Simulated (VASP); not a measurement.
Set up this calculation in VASP 6.6.1, as the native input.

```yaml
Task: single point
Functional: PBE
Potentials_or_basis: VASP PAW PBE potentials, release 64 (Rb_sv, Si, H)
Cutoff: 520 eV
k_mesh: 4 × 4 × 4
Occupations: fermi-dirac, width 0.05 eV
Spin: no spin polarisation
Dipole_correction: no
Further_INCAR_settings: ALGO = Normal; EDIFF = 1e-07; NBANDS = 18
```

The structure of RbSiH4 lies in POSCAR:

```
RbSiH4
1.0
    2.5986870000      2.5929900000     -0.0454910000
    2.5820770000     -2.5756250000     -0.0145240000
    0.0437130000      0.0235820000     -4.0161970000
Rb Si H
1 1 4
Direct
    0.9934026512      0.9978900186      0.9971308094
    0.5078688187      0.4891117813      0.4931627308
    0.4456885514      0.1109927858      0.8550096330
    0.5467913900      0.8342620495      0.9500714459
    0.0636115908      0.5338235697      0.2168651069
    0.9648845768      0.4658753567      0.0441504891
```

One way to write it, as run:

INCAR

```
PREC = Accurate ; ENCUT = 520
EDIFF = 1E-7 ; ISMEAR = -1
SIGMA = 0.05 ; LREAL = F
LASPH = T ; NELM = 100
ALGO = Normal ; ISIF = 2
LWAVE = F ; LCHARG = F
GGA = PE ; NBANDS = 18
```

KPOINTS

```
Automatic mesh
0
Gamma
  4 4 4
```

Potentials or basis: VASP PAW PBE potentials, release 64 (Rb_sv, Si, H).

Run with:

```console
$ cat potpaw_PBE.64/Rb_sv/POTCAR potpaw_PBE.64/Si/POTCAR potpaw_PBE.64/H/POTCAR > POTCAR
$ mpirun -np 1 vasp_std > vasp.out
```

It gave:

The pressure is 36.3 GPa and the largest force is 2.844 eV/Å.

Caveat: the k points lie up to 0.43 Å⁻¹ apart; forces of over 1 eV/Å act on the atoms, so gaps and moduli don't describe the material at rest.

Wall time 37 s on 1 thread of Intel(R) Xeon(R) Platinum 8488C (Sapphire Rapids), with other jobs on the host, peak memory 0.18 GiB.
